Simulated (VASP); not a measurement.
Write the native input for VASP 6.6.1 that does the following.

```
Task                   : single point
Functional             : PBE
Potentials or basis    : VASP PAW PBE potentials, release 64 (Si, C)
Cutoff                 : 520 eV
k mesh                 : 12 × 12 × 12
Occupations            : gaussian, width 0.01 eV
Spin                   : no spin polarisation
Dipole correction      : no
Further INCAR settings : ALGO = Normal; EDIFF = 1e-07; NBANDS = 11
```

The structure of SiC lies in POSCAR:

```
SiC
1.0
    0.0000000000      2.2043669328      2.2043669328
    2.2043669328      0.0000000000      2.2043669328
    2.2043669328      2.2043669328      0.0000000000
Si C
1 1
Direct
    0.0000000000      0.0000000000      0.0000000000
    0.7500000000      0.7500000000      0.7500000000
```

This cell differs from its parent crystal: volume scaled by 1.02.

The input as run:

INCAR

```
SYSTEM = SiC
PREC = Accurate
ENCUT = 520
EDIFF = 1E-7
ISMEAR = 0
SIGMA = 0.01
LREAL = .False.
LASPH = .True.
NELM = 60
ALGO = Normal
ISIF = 2
LWAVE = .False.
LCHARG = .True.
GGA = PE
LELF = .True.
LVHAR = .True.
NBANDS = 11
```

KPOINTS

```
Automatic mesh
0
Gamma
  12 12 12
  0 0 0
```

Potentials or basis: VASP PAW PBE potentials, release 64 (Si, C).

Run with:

```bash
$ cat potpaw_PBE.64/Si/POTCAR potpaw_PBE.64/C/POTCAR > POTCAR
$ mpirun -np 1 vasp_std > vasp.out
```

Results of the run:

The pressure is -4.1 GPa and the band gap on the k mesh is 1.39 eV, indirect (least direct gap 4.51 eV).

Run time: 8.4 s on 1 thread of Intel Xeon 6975P-C (shared host), peak memory 0.14 GiB.
